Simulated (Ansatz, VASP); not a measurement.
## Mg3ZrN3: VASP beside Ansatz

```
Mg Zr N
1.0
     4.46444    0.00000    0.00000
     0.00000    4.46444    0.00000
     0.00000    0.00000    4.46444
Mg Zr N
3 1 3
Direct
  0.00000 0.50000 0.00000
  0.00000 0.00000 0.50000
  0.50000 0.00000 0.00000
  0.50000 0.50000 0.50000
  0.50000 0.00000 0.50000
  0.50000 0.50000 0.00000
  0.00000 0.50000 0.50000
```

Alike in both runs: functional PBE; k mesh 8 × 8 × 8; occupations gaussian, width 0.1 eV; no spin polarisation.

Ansatz relaxed the structure, and its values are those at the end. VASP's run is a single point on that final structure, the one shown.

|  | VASP | Ansatz |
| --- | --- | --- |
| version | VASP 6.6.1 | Ansatz 0.2.0 |
| potentials or method | VASP PAW PBE potentials, release 64 (Mg, Zr_sv, N), cutoff 520 eV | scalar-relativistic, plane waves, PAW |
| valence electrons in the cell | 33 | 57 |

Ansatz gave:

* gap on the k mesh at the Fermi level (eV): none
* pressure (GPa): 0.0

Task: Estimate VASP's values.

Result: gap on the k mesh at the Fermi level (eV): none; pressure (GPa): -0.3.

A gap of «none» marks a metal or a gap that the smearing closes. With one functional, cell and mesh, what is left measures potentials, basis and numerics. VASP's potentials hold 33 valence electrons a cell and Ansatz's 57, so a difference there can come from the potentials and not from the codes.
